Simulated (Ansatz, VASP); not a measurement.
**One calculation of GaB2As3, two programs**

```xyz
6
Lattice="-1.7917 1.7917 7.8529 1.7917 -1.7917 7.8529 1.7917 1.7917 -7.8529" Properties=species:S:1:pos:R:3 pbc="T T T"
Ga    0.0000    0.0000    7.8529
B     0.0000    0.0000   12.9549
B     0.0000    0.0000    2.7509
As    1.7917    0.0000    6.2610
As    1.7917    0.0000    1.5919
As    0.0000    1.7917    3.9265
```

Alike in both runs: functional PBE; k mesh 14 × 14 × 14; occupations gaussian, width 0.02 eV; no spin polarisation.

Ansatz relaxed the structure, and its values are those at the end. VASP's run is a single point on that final structure, the one shown.

|  | VASP | Ansatz |
| --- | --- | --- |
| version | VASP 6.6.1 | Ansatz 0.2.0 |
| potentials or method | VASP PAW PBE potentials, release 64 (Ga_d, B, As), cutoff 520 eV | scalar-relativistic, plane waves, PAW |
| valence electrons in the cell | 34 | 64 |

|  | VASP | Ansatz | Ansatz less VASP |
| --- | --- | --- | --- |
| gap on the k mesh at the Fermi level (eV) | 0.50 | 0.51 | +0.008 |
| least direct gap on the mesh (eV) | 0.51 | 0.52 | +0.008 |
| pressure (GPa) | 0.3 | 0.0 | -0.35 |
| rms of the force components (eV/Å) | 0.003 | 0.002 | -0.0012 |

VASP's potentials hold 34 valence electrons a cell and Ansatz's 64, so a difference there can come from the potentials and not from the codes.
